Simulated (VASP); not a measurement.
Hf, 2 atoms in the cell. The structure is hexagonal, space group P6_3/mmc (No. 194). The conventional cell has a = 3.139 Å, b = 3.139 Å, c = 4.964 Å, α = 90.00°, β = 90.00°, γ = 120.00°. Hf (site symmetry -6m2) has 12 Hf at 3.07 to 3.14 Å within 4.0 Å.  This cell differs from its parent crystal: volume scaled by 0.94.

- Program: VASP 6.6.1
- Task: relaxation of shape and atoms at fixed volume
- Functional: PBE
- Potentials or basis: VASP PAW PBE potentials, release 64 (Hf_pv)
- Cutoff: 600 eV
- k mesh: 15 × 15 × 8
- Occupations: gaussian, width 0.1 eV
- Spin: no spin polarisation
- Dipole correction: no
- Further INCAR settings: ALGO = Normal; EDIFF = 1e-07; IBRION = 2; EDIFFG = -0.01; NSW = 50; ISIF = 4

Potentials or basis: VASP PAW PBE potentials, release 64 (Hf_pv).

The run is started by

```sh
$ cat potpaw_PBE.64/Hf_pv/POTCAR > POTCAR
$ mpirun -np 1 vasp_std > vasp.out
```

Hardware: 1 thread of Intel(R) Xeon(R) 6975P-C (Granite Rapids) (shared host).

Task: How long does it take, and how much memory?

Result: It took 38 s on 1 thread of Intel(R) Xeon(R) 6975P-C (Granite Rapids) (shared host), peak memory 0.24 GiB. Counts: scf iterations 14, k points 135, ion steps 1.
